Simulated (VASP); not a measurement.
Wanted: the native input for a VASP 6.6.1 run.

| Property | Result |
| --- | --- |
| Task | electric field gradients |
| Functional | PBEsol |
| Potentials or basis | VASP PAW PBE potentials, release 64 (Cd, S) |
| Cutoff | 520 eV |
| k mesh | 7 × 7 × 4 |
| Occupations | fermi-dirac, width 0.01 eV |
| Spin | no spin polarisation |
| Dipole correction | no |
| Further INCAR settings | ALGO = Normal; EDIFF = 1e-08; NBANDS = 26 |

The structure of CdS lies in POSCAR:

```
CdS
1.0
    4.0789166881      0.0000000000      0.0000000000
   -2.0394583441      3.5324454719      0.0000000000
    0.0000000000      0.0000000000      6.6577861159
Cd S
2 2
Direct
    0.3333333333      0.6666666667      0.0000000000
    0.6666666667      0.3333333333      0.5000000000
    0.3333333333      0.6666666667      0.3850000000
    0.6666666667      0.3333333333      0.8850000000
```

These files were run (other wordings do the same):

INCAR

```
  ALGO = Normal
  EDIFF = 1E-8
  ENCUT = 520
  GGA = PS
  ISIF = 2
  ISMEAR = -1
  LASPH = T
  LCHARG = F
  LEFG = T
  LREAL = F
  LWAVE = F
  NBANDS = 26
  NELM = 60
  PREC = Accurate
  SIGMA = 0.01
```

KPOINTS

```
k-points
0
Gamma
  7 7 4
```

Potentials or basis: VASP PAW PBE potentials, release 64 (Cd, S).

Launch:

```sh
$ cat potpaw_PBE.64/Cd/POTCAR potpaw_PBE.64/S/POTCAR > POTCAR
$ mpirun -np 1 vasp_std > vasp.out
```

It gave:

| Item | Value |
| --- | --- |
| Pressure | 2.5 GPa |
| Largest force | 0.299 eV/Å |
| Band gap on the k mesh | 1.18 eV |
| Largest electric field gradient by atom | Cd +37.3; S -5.8 V/Å² |

Caveat: without QUAD_EFG the Cq values of the log hold for a quadrupole moment of 1 mb, not for the nuclei; the PAW data sets were made with another functional, which shifts forces and pressure a little.

Wall time 36 s on 1 thread of Intel(R) Xeon(R) 6975P-C (Granite Rapids) (shared host), peak memory 0.21 GiB.
